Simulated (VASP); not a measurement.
Crystal: Sc.

```
Sc
1.0
     3.30900    0.00000    0.00000
    -1.65450    2.86568    0.00000
     0.00000    0.00000    5.27330
Sc
2
Direct
  0.33333 0.66667 0.25000
  0.66667 0.33333 0.75000
```

```yaml
Program: VASP 6.6.1
Task: relaxation of volume and atoms at fixed shape
Functional: LDA
Potentials_or_basis: VASP PAW LDA potentials, release 64 (Sc_sv)
Cutoff: 500 eV
k_mesh: 9 × 9 × 5
Occupations: gaussian, width 0.1 eV
Spin: no spin polarisation
```

At the start: pressure -5.3 GPa; volume 25.00 Å³/atom.

Q: How do energy, volume and symmetry change on relaxing?

A: Over 3 steps the energy falls by 42.5 meV/atom and the volume is 22.59 Å³/atom (-9.6 %); space group P6_3/mmc (No. 194, to 0.05 Å).

Step by step:
| step | energy change (eV) | largest force (eV/Å) | pressure (GPa) | volume (Å³) |
| --- | --- | --- | --- | --- |
| 1 | 0.0000 | 0.0000 | -5.27 | 50.00 |
| 2 | -0.0813 | 0.0000 | 1.29 | 44.28 |
| 3 | -0.0850 | 0.0000 | 0.01 | 45.18 |

Final structure:
```cif
data_structure
_symmetry_space_group_name_H-M 'P 1'
_symmetry_Int_Tables_number 1
_cell_length_a 3.1990
_cell_length_b 3.1990
_cell_length_c 5.0981
_cell_angle_alpha 90.000
_cell_angle_beta 90.000
_cell_angle_gamma 120.000
_cell_volume 45.18
loop_
_atom_site_label
_atom_site_type_symbol
_atom_site_fract_x
_atom_site_fract_y
_atom_site_fract_z
_atom_site_occupancy
Sc1 Sc 0.33333 0.66667 0.25000 1
Sc2 Sc 0.66667 0.33333 0.75000 1
```
